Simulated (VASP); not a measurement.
Runs of VASP 6.6.1 on Ni. The structure is that of space group Fm-3m (No. 225), or close to it. The cells are those of the table. 

```tsv
spin	fixed moment (μB)	cell	gap on the mesh (eV)	pressure (GPa)	moment (μB)
off	-	a = 2.537 Å, angles 60.0°, 1 atom	none	-10.7	-
collinear, ferromagnetic start	0.875	a = 2.384 Å, angles 60.0°, 1 atom	-	37.2	0.88
collinear, ferromagnetic start	0.375	a = 2.384 Å, angles 60.0°, 1 atom	-	(b)	0.38
off	-	a = 2.437 Å, angles 60.0°, 1 atom	none	13.1	-
collinear, ferromagnetic start	0.125	a = 2.537 Å, angles 60.0°, 1 atom	-	-10.6	0.12
off	-	a = 2.384 Å, angles 60.0°, 1 atom	none	(c)	-
collinear, ferromagnetic start	0.75	a = 2.437 Å, angles 60.0°, 1 atom	-	(a)	0.75
off	-	a = 2.629 Å, angles 60.0°, 1 atom	none	-22.6	-
```

Alike in all rows: task single point; level PBE; potentials or basis VASP PAW PBE potentials, release 64 (Ni); k mesh 24 × 24 × 24; cutoff (eV) 520; smearing gaussian 0.15 eV.

Question: Estimate the missing entries.

Answer: (a) 15.3; (b) 33.5; (c) 33.1.

Caveats: the total moment is fixed, so each spin has its own Fermi level (some runs).

A gap of «none» marks levels without a gap at the run's occupations.
